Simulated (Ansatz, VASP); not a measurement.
One calculation of C, two programs

```
CELL_PARAMETERS angstrom
0.00000 1.78578 1.78578
1.78578 0.00000 1.78578
1.78578 1.78578 0.00000
ATOMIC_POSITIONS crystal
C 0.00000 0.00000 0.00000
C 0.25000 0.25000 0.25000
```

Alike in both runs: functional PBE; k mesh 13 × 13 × 13; occupations fermi-dirac, width 0.05 eV; no spin polarisation.

Ansatz relaxed the structure, and its values are those at the end. VASP's run is a single point on that final structure, the one shown.

|  | VASP | Ansatz |
| --- | --- | --- |
| version | VASP 6.6.1 | Ansatz 0.2.0 |
| potentials or method | VASP PAW PBE potentials, release 64 (C) | PAW with Ansatz's default frozen-core files, scalar-relativistic |
| plane-wave cutoff (eV) | 520 | 420 |
| valence electrons in the cell | 8 | 8 |

|  | VASP | Ansatz | Ansatz less VASP |
| --- | --- | --- | --- |
| pressure (GPa) | 0.7 | 0.0 | -0.66 |
